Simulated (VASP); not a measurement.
Crystal: CdS5.

```
CELL_PARAMETERS angstrom
6.78553 0.00000 0.00000
-3.39276 5.87644 0.00000
0.00000 0.00000 3.15586
ATOMIC_POSITIONS crystal
Cd 0.00000 0.00000 0.00000
S 0.33333 0.66667 0.00000
S 0.66667 0.33333 0.00000
S 0.50000 0.00000 0.50000
S 0.50000 0.50000 0.50000
S 0.00000 0.50000 0.50000
```

The cell was built from a structure type or drawn by symmetry, and may not be a known phase.

| Quantity | Value |
| --- | --- |
| Program | VASP 6.6.1 |
| Task | relaxation of cell and atoms |
| Functional | PBE |
| Potentials or basis | VASP PAW PBE potentials, release 64 (Cd, S) |
| Cutoff | 600 eV |
| k mesh | 3 × 3 × 6 |
| Occupations | gaussian, width 0.1 eV |
| Spin | no spin polarisation |

At the start: pressure -1.4 GPa; volume 20.97 Å³/atom.

How do energy, volume and symmetry change on relaxing?

Over 5 steps the energy falls by 4.7 meV/atom and the volume is 20.38 Å³/atom (-2.8 %); space group P6/mmm (No. 191, to 0.1 Å) before and after.

The path:
```tsv
step	energy change (eV)	largest force (eV/Å)	pressure (GPa)	volume (Å³)
1	0.0000	0.0000	-1.38	125.84
2	-0.0269	0.0000	-0.07	122.58
3	-0.0277	0.0000	0.19	121.97
4	-0.0277	0.0000	0.23	121.89
5	-0.0285	0.0000	0.01	122.26
```

Final structure:
```
Cd S
1.0
     6.67186    0.00000    0.00000
    -3.33593    5.77800    0.00000
     0.00000    0.00000    3.17147
Cd S
1 5
Direct
  0.00000 0.00000 0.00000
  0.33333 0.66667 0.00000
  0.66667 0.33333 0.00000
  0.50000 0.00000 0.50000
  0.50000 0.50000 0.50000
  0.00000 0.50000 0.50000
```
